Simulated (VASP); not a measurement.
Here is a VASP 6.6.1 calculation.

The input INCAR:

```
PREC = Accurate
ENCUT = 520
EDIFF = 1E-6
ISMEAR = 0
SIGMA = 0.05
LREAL = False
LASPH = True
NELM = 80
ALGO = Normal
ISIF = 2
LWAVE = False
LCHARG = False
GGA = CA
NBANDS = 46
```

KPOINTS

```
Automatic mesh
0
Gamma
  6 6 6
```

File POSCAR:

```
ZnS
1.0
    5.4093000000      0.0000000000      0.0000000000
    0.0000000000     -5.4093000000      0.0000000000
    0.0000000000      0.0000000000     -5.4093000000
Zn S
4 4
Direct
    0.0000000000      0.5000000000      0.5000000000
    0.5000000000      0.0000000000      0.5000000000
    0.5000000000      0.5000000000      0.0000000000
    0.0000000000      0.0000000000      0.0000000000
    0.7500000000      0.7500000000      0.7500000000
    0.2500000000      0.2500000000      0.7500000000
    0.2500000000      0.7500000000      0.2500000000
    0.7500000000      0.2500000000      0.2500000000
```

Potentials or basis: VASP PAW LDA potentials, release 64 (Zn, S).

Command:

```bash
$ cat potpaw_LDA.64/Zn/POTCAR potpaw_LDA.64/S/POTCAR > POTCAR
$ mpirun -np 1 vasp_std > vasp.out
```

(1) Estimate the band gap on the k mesh.

(2) What does it give for the pressure?

Results:

(1) 1.88 eV.

(2) -4.6 GPa.

Caveat: the cell stands under tension.
